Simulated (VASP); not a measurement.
# V (P6/mmm) in VASP: notebook

The runs below take V through single point, with revPBE.

All numbers are computed with VASP 6.6.1; they aren't measurements. Logs are shortened: lines on timing, memory, paths and dates and some standing lists are left out, and cuts for length are marked.

### 1 The cell of the first run

The structure is hexagonal, space group P6/mmm (No. 191). Conventional cell: a = 4.476 Å, b = 4.476 Å, c = 2.407 Å, α = 90.00°, β = 90.00°, γ = 120.00°. V (site symmetry 6/mmm) has 14 V at 2.41 to 2.85 Å within 3.2 Å. Within 3.2 Å of V (site symmetry -6m2) lie 11 V at 2.41 to 2.85 Å.

This isn't the form of V at room conditions, which is bcc.

### 2 Single point, revPBE (13.92 Å³/atom)

File INCAR:

```
PREC = Accurate
ENCUT = 520
EDIFF = 1E-6
ISMEAR = -1
SIGMA = 0.1
LREAL = F
LASPH = T
NELM = 60
ALGO = Normal
ISIF = 2
LWAVE = F
LCHARG = F
GGA = RE
NBANDS = 26
```

File KPOINTS:

```
Automatic mesh
0
Gamma
  9 9 15
```

File POSCAR:

```
V
1.0
    4.4761184990      0.0000000000      0.0000000000
   -2.2380592495      3.8764323305      0.0000000000
    0.0000000000      0.0000000000      2.4072592382
V
3
Direct
    0.0000000000      1.0000000000      0.0000000000
    0.3333333333      0.6666666667      0.5000000000
    0.6666666667      0.3333333333      0.5000000000
```

Potentials or basis: VASP PAW PBE potentials, release 64 (V_sv).

Started as:

```bash
$ cat potpaw_PBE.64/V_sv/POTCAR > POTCAR
$ mpirun -np 1 vasp_std > vasp.out
```

OUTCAR:

```text
PREC = Accurate
   ENCUT = 520
   EDIFF = 1E-6
   ISMEAR = -1
   LREAL = F
   LASPH = T
   NELM = 60
   ISIF = 2
   GGA = RE

 ion  position               nearest neighbor table
   1  0.000  0.000  0.000-   2 2.85   3 2.85   2 2.85   3 2.85   3 2.85   3 2.85   2 2.85   2 2.85
                             3 2.85   3 2.85   2 2.85   2 2.85
   2  0.333  0.667  0.500-   3 2.58   3 2.58   3 2.58   1 2.85   1 2.85   1 2.85   1 2.85   1 2.85
                             1 2.85
   3  0.667  0.333  0.500-   2 2.58   2 2.58   2 2.58   1 2.85   1 2.85   1 2.85   1 2.85   1 2.85
                             1 2.85

  LATTYP: Found a hexagonal cell.
 ALAT       =     4.4761184990
 C/A-ratio  =     0.5378006053

  Lattice vectors:

 A1 = (   4.4761184990,   0.0000000000,   0.0000000000)
 A2 = (  -2.2380592495,   3.8764323305,   0.0000000000)
 A3 = (   0.0000000000,   0.0000000000,   2.4072592382)

Analysis of symmetry for initial positions (statically):
=====================================================================
 Subroutine PRICEL returns:
 Original cell was already a primitive cell.

 Routine SETGRP: Setting up the symmetry group for a
 hexagonal supercell.

 Subroutine GETGRP returns: Found 24 space group operations
 (whereof 24 operations were pure point group operations)
 out of a pool of 24 trial point group operations.

The static configuration has the point symmetry D_6h.

Analysis of symmetry for dynamics (positions and initial velocities):
=====================================================================
 Subroutine PRICEL returns:
 Original cell was already a primitive cell.

 Routine SETGRP: Setting up the symmetry group for a
 hexagonal supercell.

 Subroutine GETGRP returns: Found 24 space group operations
 (whereof 24 operations were pure point group operations)
 out of a pool of 24 trial point group operations.

The dynamic configuration has the point symmetry D_6h.

 Subroutine INISYM returns: Found 24 space group operations
 (whereof 24 operations are pure point group operations),
 and found     1 'primitive' translations

----------------------------------------------------------------------------------------

                                     Primitive cell

  volume of cell :      41.7692

  direct lattice vectors                    reciprocal lattice vectors
     4.476118499  0.000000000  0.000000000     0.223407848  0.128984581  0.000000000
    -2.238059250  3.876432331  0.000000000     0.000000000  0.257969162  0.000000000
     0.000000000  0.000000000  2.407259238     0.000000000  0.000000000  0.415410183

  length of vectors
     4.476118499  4.476118499  2.407259238     0.257969162  0.257969162  0.415410183

  position of ions in fractional coordinates (direct lattice)
     0.000000000  0.000000000  0.000000000
     0.333333333  0.666666667  0.500000000
     0.666666667  0.333333333  0.500000000

  ion indices of the primitive-cell ions
   primitive index   ion index
                 1           1
                 2           2
                 3           3

----------------------------------------------------------------------------------------

 KPOINTS: Automatic mesh

Automatic generation of k-mesh.
 Grid dimensions read from file:
 generate k-points for:    9    9   15

 Generating k-lattice:

  Cartesian coordinates                     Fractional coordinates (reciprocal lattice)
     0.024823094  0.014331620  0.000000000     0.111111111  0.000000000  0.000000000
     0.000000000  0.028663240  0.000000000     0.000000000  0.111111111  0.000000000
     0.000000000  0.000000000  0.027694012     0.000000000  0.000000000  0.066666667

  Length of vectors
     0.028663240  0.028663240  0.027694012

  Shift w.r.t. Gamma in fractional coordinates (k-lattice)
     0.000000000  0.000000000  0.000000000

 Subroutine IBZKPT returns following result:
 ===========================================

 Found     96 irreducible k-points:

 Following reciprocal coordinates:
            Coordinates               Weight
  0.000000  0.000000  0.000000      1.000000
  0.111111  0.000000  0.000000      6.000000
  0.222222  0.000000  0.000000      6.000000
  0.333333  0.000000  0.000000      6.000000
  0.444444  0.000000  0.000000      6.000000
  0.111111  0.111111  0.000000      6.000000
[... 16 lines left out ...]
  0.333333  0.222222  0.066667     24.000000
  0.333333  0.333333  0.066667      4.000000
 [... further k-points ...]
   k-points           NKPTS =     96   k-points in BZ     NKDIM =     96   number of bands    NBANDS=     26
   number of dos      NEDOS =    301   number of ions     NIONS =      3
   total plane-waves  NPLWV =  23328
   dimension x,y,z NGX =    36 NGY =   36 NGZ =   18
   dimension x,y,z NGXF=    72 NGYF=   72 NGZF=   36
   ions per type =               3
   NGX,Y,Z   is equivalent  to a cutoff of  13.37, 13.37, 12.43 a.u.
   NGXF,Y,Z  is equivalent  to a cutoff of  26.74, 26.74, 24.86 a.u.
 SYSTEM =  unknown system
   PREC   = accura    normal or accurate (medium, high low for compatibility)
   ISTART =      0    job   : 0-new  1-cont  2-samecut
   ICHARG =      2    charge: 1-file 2-atom 10-const
   ISPIN  =      1    spin polarized calculation?
   LNONCOLLINEAR =      F non collinear calculations
   LSORBIT =      F    spin-orbit coupling
   LASPH  =      T    aspherical Exc in radial PAW
   ENCUT  =  520.0 eV  38.22 Ry    6.18 a.u.   8.32  8.32  4.48*2*pi/ulx,y,z
   NELM   =     60;   NELMIN=  2; NELMDL= -5     # of ELM steps
   EDIFF  = 0.1E-05   stopping-criterion for ELM
   LREAL  =      F    real-space projection
   EDIFFG = 0.1E-04   stopping-criterion for IOM
   NSW    =      0    number of steps for IOM
   IBRION =     -1    ionic relax: 0-MD 1-quasi-New 2-CG
   NFREE  =      0    steps in history (QN), initial steepest desc. (CG)
   ISIF   =      2    stress and relaxation
   ISYM   =      2    0-nonsym 1-usesym 2-fastsym
   POTIM  = 0.5000    time-step for ionic-motion
   TEBEG  =    0.0;   TEEND  =   0.0 temperature during run
   PSTRESS=    0.0 pullay stress
   NELECT =      39.0000    total number of electrons
   NUPDOWN=      -1.0000    fix difference up-down
   EMIN   =  10.00;   EMAX   =-10.00  energy-range for DOS
   EFERMI =   0.00;   METHOD = LEGACY
   ISMEAR =    -1;   SIGMA  =   0.10  broadening in eV -4-tet -1-fermi 0-gaus
   EFERMI_NEDOS =   21; number of points for ismear=-14 and -15
   IALGO  =     38    algorithm
   IMIX   =      4    mixing-type and parameters
     AMIX     =   0.40;   BMIX     =  1.00
     AMIX_MAG =   1.60;   BMIX_MAG =  1.00
  volume/ion in A,a.u.               =      13.92        93.96
  Fermi-wavevector in a.u.,A,eV,Ry     =   1.600089  3.023730 34.834792  2.560285
  Thomas-Fermi vector in A             =   2.697280
   LORBIT       =      0    0 simple, 1 ext, 2 COOP (PROOUT), +10 PAW based schemes
   GGA     = RE    functional components
   LHFCALC =     F    Hartree Fock is set to
   AEXX    =    0.0000 exact exchange contribution
   IVDW    =     0    specifies the selected vdW correction
   LEPSILON=     F    determine dielectric tensor
   LRPA    =     F    only Hartree local field effects (RPA)
 non-spin polarized calculation
  energy-cutoff  :      520.00
  volume of cell :       41.77
 maximum number of plane-waves:      1155
 NGX is ok and might be reduce to    36
   NGX = 17   NGY = 17   NGZ =  9

 number of electron      38.9999982 magnetization

 Free energy of the ion-electron system (eV)
  ---------------------------------------------------
  ext. energy  EPLUGINS =         0.00000000
  ---------------------------------------------------
  free energy    TOTEN  =       -25.50879294 eV

  energy without entropy =      -25.38147004  energy(sigma->0) =      -25.44513149

 E-fermi :   9.5912     XC(G=0): -12.6207

 val. band max:        9.5869747762   @ k =   0.2222   0.2222   0.2667
 cond. band min:       9.5981676879   @ k =   0.3333   0.2222   0.4667
 fundamental gap:      0.0111929117
 Fermi energy:         9.5912492259

 k-point     1 :       0.0000    0.0000    0.0000
  band No.  band energies     occupation
      1     -54.5062      2.00000
      2     -54.3796      2.00000
      3     -54.3302      2.00000
      4     -28.4205      2.00000
      5     -28.4205      2.00000
      6     -28.3204      2.00000
[... 18 lines left out ...]
     25      11.8508      0.00000
     26      11.8508      0.00000

 k-point     2 :       0.1111    0.0000    0.0000
  band No.  band energies     occupation
      1     -54.5009      2.00000
      2     -54.3815      2.00000
      3     -54.3338      2.00000
      4     -28.4611      2.00000
      5     -28.4468      2.00000
      6     -28.2743      2.00000
[... 18 lines left out ...]
     25      12.0677      0.00000
     26      12.0903      0.00000

 k-point     3 :       0.2222    0.0000    0.0000
  band No.  band energies     occupation
      1     -54.4858      2.00000
      2     -54.3867      2.00000
      3     -54.3439      2.00000
      4     -28.5188      2.00000
      5     -28.4591      2.00000
      6     -28.2006      2.00000
[... 18 lines left out ...]
     25      12.2913      0.00000
     26      12.3564      0.00000

 k-point     4 :       0.3333    0.0000    0.0000
  band No.  band energies     occupation
      1     -54.4634      2.00000
      2     -54.3962      2.00000
      3     -54.3572      2.00000
      4     -28.5629      2.00000
      5     -28.4268      2.00000
      6     -28.1356      2.00000
[... 18 lines left out ...]
     25      12.4509      0.00000
     26      12.5013      0.00000
[... 496 lines left out ...]
      1     -54.4433      2.00000
      2     -54.3904      2.00000
      3     -54.3598      2.00000
      4     -28.5099      2.00000
      5     -28.4576      2.00000
      6     -28.1818      2.00000
[... 18 lines left out ...]
     25      12.0772      0.00000
     26      12.5281      0.00000

 k-point    23 :       0.3333    0.2222    0.0667
  band No.  band energies     occupation
      1     -54.4220      2.00000
      2     -54.3985      2.00000
      3     -54.3730      2.00000
      4     -28.5101      2.00000
      5     -28.4012      2.00000
      6     -28.2884      2.00000
[... 18 lines left out ...]
     25      11.8027      0.00000
     26      12.2352      0.00000

 k-point    24 :       0.3333    0.3333    0.0667
  band No.  band energies     occupation
      1     -54.4136      2.00000
      2     -54.3900      2.00000
      3     -54.3900      2.00000
      4     -28.4722      2.00000
      5     -28.3749      2.00000
      6     -28.3749      2.00000
[... 18 lines left out ...]
     25      11.9227      0.00000
     26      11.9227      0.00000

 [... further k-points ...]

------------------------ aborting loop because EDIFF is reached ----------------------------------------

  FORCE on cell =-STRESS in cart. coord.  units (eV):
  Direction    XX          YY          ZZ          XY          YZ          ZX
  --------------------------------------------------------------------------------------
  -------------------------------------------------------------------------------------
  Total       -0.0083967     -0.0083967      0.1345692      0.0000000      0.0000000      0.0000000
  in kB       -0.3220777     -0.3220777      5.1617798      0.0000000      0.0000000      0.0000000
  external PRESSURE =       1.5058748 kB  Pullay stress =       0.0000000 kB

 VOLUME and BASIS-vectors are now :
 -----------------------------------------------------------------------------
  energy-cutoff  :      520.00
  volume of cell :       41.77
      direct lattice vectors                 reciprocal lattice vectors
     4.476118499  0.000000000  0.000000000     0.223407848  0.128984581  0.000000000
    -2.238059250  3.876432331  0.000000000     0.000000000  0.257969162  0.000000000
     0.000000000  0.000000000  2.407259238     0.000000000  0.000000000  0.415410183

 POSITION                                       TOTAL-FORCE (eV/Angst)
 -----------------------------------------------------------------------------------
      0.00000      0.00000      0.00000         0.000000      0.000000      0.000000
     -0.00000      2.58429      1.20363         0.000000      0.000000      0.000000
      2.23806      1.29214      1.20363        -0.000000     -0.000000      0.000000
 -----------------------------------------------------------------------------------
    total drift:                                0.000000      0.000000     -0.000000

  FREE ENERGIE OF THE ION-ELECTRON SYSTEM (eV)
  ---------------------------------------------------
  free  energy   TOTEN  =       -25.5087929401 eV

  energy  without entropy=      -25.3814700409  energy(sigma->0) =      -25.44513149
```

Wall time 61 s (1 thread of AMD EPYC 9R45 (Zen 5), shared host); peak memory 0.18 GiB.

Results:

```yaml
Free_energy: -25.5088 eV
Pressure: 0.2 GPa
Band_gap_on_the_k_mesh: zero (an odd number of electrons rules out a gap without spin polarisation)
```

Caveat: the PAW data sets were made with another functional, which shifts forces and pressure a little.

### 3 Single point, revPBE (14.48 Å³/atom)

This run uses another cell than the first one, of 14.48 Å³/atom.

File INCAR:

```
PREC = Accurate ; ENCUT = 520
EDIFF = 1E-7 ; ISMEAR = -1
SIGMA = 0.1 ; LREAL = F
LASPH = T ; NELM = 100
ALGO = Normal ; ISIF = 2
LWAVE = F ; LCHARG = F
GGA = RE ; NBANDS = 26
```

File KPOINTS:

```
regular mesh
0
Gamma
  9 9 15
```

File POSCAR:

```
V
1.0
    4.5350215499      0.0000000000      0.0000000000
   -2.2675107749      3.9274438689      0.0000000000
    0.0000000000      0.0000000000      2.4389373346
V
3
Direct
    0.0000000000      1.0000000000      0.0000000000
    0.3333333333      0.6666666667      0.5000000000
    0.6666666667      0.3333333333      0.5000000000
```

Potentials or basis: VASP PAW PBE potentials, release 64 (V_sv).

Started as:

```bash
$ cat potpaw_PBE.64/V_sv/POTCAR > POTCAR
$ mpirun -np 1 vasp_std > vasp.out
```

OUTCAR:

```text
PREC = Accurate
   ENCUT = 520
   EDIFF = 1E-7
   ISMEAR = -1
   LREAL = F
   LASPH = T
   NELM = 100
   ISIF = 2
   GGA = RE

 ion  position               nearest neighbor table
   1  0.000  0.000  0.000-   2 2.89   3 2.89   2 2.89   3 2.89   2 2.89   2 2.89   3 2.89   3 2.89
                             3 2.89   3 2.89   2 2.89   2 2.89
   2  0.333  0.667  0.500-   3 2.62   3 2.62   3 2.62   1 2.89   1 2.89   1 2.89   1 2.89   1 2.89
                             1 2.89
   3  0.667  0.333  0.500-   2 2.62   2 2.62   2 2.62   1 2.89   1 2.89   1 2.89   1 2.89   1 2.89
                             1 2.89
[... 895 lines left out ...]
  Direction    XX          YY          ZZ          XY          YZ          ZX
  --------------------------------------------------------------------------------------
  -------------------------------------------------------------------------------------
  Total       -1.6395616     -1.6395616     -1.5543824     -0.0000000      0.0000000      0.0000000
  in kB      -60.4711648    -60.4711648    -57.3295428     -0.0000000      0.0000000      0.0000000
  external PRESSURE =     -59.4239575 kB  Pullay stress =       0.0000000 kB

 VOLUME and BASIS-vectors are now :
 -----------------------------------------------------------------------------
  energy-cutoff  :      520.00
  volume of cell :       43.44
      direct lattice vectors                 reciprocal lattice vectors
     4.535021550  0.000000000  0.000000000     0.220506119  0.127309267  0.000000000
    -2.267510775  3.927443869  0.000000000     0.000000000  0.254618534  0.000000000
     0.000000000  0.000000000  2.438937335     0.000000000  0.000000000  0.410014635

 POSITION                                       TOTAL-FORCE (eV/Angst)
 -----------------------------------------------------------------------------------
      0.00000      0.00000      0.00000        -0.000000      0.000000      0.000000
     -0.00000      2.61830      1.21947         0.000000      0.000000      0.000000
      2.26751      1.30915      1.21947        -0.000000      0.000000      0.000000
 -----------------------------------------------------------------------------------
    total drift:                                0.000000      0.000000     -0.000000

  FREE ENERGIE OF THE ION-ELECTRON SYSTEM (eV)
  ---------------------------------------------------
  free  energy   TOTEN  =       -25.4781772389 eV

  energy  without entropy=      -25.3436441301  energy(sigma->0) =      -25.41091068
```

stdout:

```text
POSCAR found type information on POSCAR V
 POSCAR found :  1 types and       3 ions
 scaLAPACK will be used
 -----------------------------------------------------------------------------
|                                                                             |
|                                                                             |
|     You enforced a specific xc type in the INCAR file but a different       |
|     I HOPE YOU KNOW WHAT YOU ARE DOING!                                     |
|                                                                             |
 -----------------------------------------------------------------------------

 LDA part: xc-table for (Slater+PW92), standard interpolation
 POSCAR, INCAR and KPOINTS ok, starting setup
 FFT: planning ... GRIDC
 FFT: planning ... GRID_SOFT
 FFT: planning ... GRID
 WAVECAR not read
 entering main loop
```

Wall time 69 s (1 thread of AMD EPYC 9R45 (Zen 5), shared host); peak memory 0.18 GiB.

What came out:

| Quantity | Value |
| --- | --- |
| Free energy | -25.4782 eV |
| Pressure | -5.9 GPa |
| Band gap on the k mesh | zero (an odd number of electrons rules out a gap without spin polarisation) |

Caveat: the cell stands under tension; the PAW data sets were made with another functional, which shifts forces and pressure a little.
